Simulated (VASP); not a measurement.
Wanted: the native input for a VASP 6.6.1 run.

* Task: single point
* Functional: r2SCAN
* Potentials or basis: VASP PAW PBE potentials, release 64 (K_sv, I)
* Cutoff: 550 eV
* k mesh: 6 × 6 × 6
* Occupations: gaussian, width 0.01 eV
* Spin: no spin polarisation
* Dipole correction: no
* Further INCAR settings: ALGO = Normal; EDIFF = 1e-06; NBANDS = 15

The system is KI.

```
CELL_PARAMETERS angstrom
4.22786 0.00000 0.00000
0.00000 4.29094 0.00000
0.00000 0.00000 4.29094
ATOMIC_POSITIONS crystal
K 0.00000 0.00000 0.00000
I 0.50000 0.50000 0.50000
```

This cell differs from its parent crystal: uniaxial x strain -1.5%.

These files were run (other wordings do the same):

POSCAR

```
KI
1.0
    4.2278633341      0.0000000000      0.0000000000
    0.0000000000      4.2909401544      0.0000000000
    0.0000000000      0.0000000000      4.2909401544
K I
1 1
Direct
    0.0000000000      0.0000000000      0.0000000000
    0.5000000000      0.5000000000      0.5000000000
```

INCAR.step1

```
ALGO     = Normal         # electronic algorithm
EDIFF    = 1E-5           # SCF threshold, eV
ENCUT    = 550            # plane-wave cutoff, eV
GGA      = PE             # functional
GGA_COMPAT= False        
ISMEAR   = 0              # smearing method
LASPH    = True           # aspherical terms in the spheres
LCHARG   = False          # write CHGCAR
LREAL    = False          # projectors in reciprocal space
LWAVE    = True           # write WAVECAR
NBANDS   = 15             # bands
NELM     = 120            # most SCF steps
PREC     = Accurate       # precision mode
SIGMA    = 0.01           # smearing width, eV
```

INCAR.step2

```
ALGO     = Normal         # electronic algorithm
EDIFF    = 1E-6           # SCF threshold, eV
ENCUT    = 550            # plane-wave cutoff, eV
GGA_COMPAT= False        
ISIF     = 2              # what is computed and relaxed
ISMEAR   = 0              # smearing method
ISTART   = 1            
LASPH    = True           # aspherical terms in the spheres
LCHARG   = False          # write CHGCAR
LMIXTAU  = True         
LREAL    = False          # projectors in reciprocal space
LWAVE    = False          # write WAVECAR
METAGGA  = R2SCAN         # meta-GGA
NBANDS   = 15             # bands
NELM     = 120            # most SCF steps
PREC     = Accurate       # precision mode
SIGMA    = 0.01           # smearing width, eV
```

KPOINTS

```
k-points
0
Gamma
  6 6 6
```

Potentials or basis: VASP PAW PBE potentials, release 64 (K_sv, I).

Run with:

```console
$ cat potpaw_PBE.64/K_sv/POTCAR potpaw_PBE.64/I/POTCAR > POTCAR
$ cp INCAR.step1 INCAR
$ mpirun -np 1 vasp_std > vasp.out
$ cp INCAR.step2 INCAR
$ mpirun -np 1 vasp_std > vasp.out
```

Results of the run:

| Quantity | Value |
| --- | --- |
| Pressure | 0.2 GPa |
| Band gap on the k mesh | 4.02 eV (least direct gap 4.35 eV) |

Caveat: the cell differs from its parent crystal (uniaxial x strain -1.5%); the PAW data sets were made with another functional, which shifts forces and pressure a little; spin-orbit coupling is left out, which moves the levels of the heavy elements.

It took 4.1 min on 1 thread of Intel Xeon 8259CL, on a shared host, peak memory 0.23 GiB.
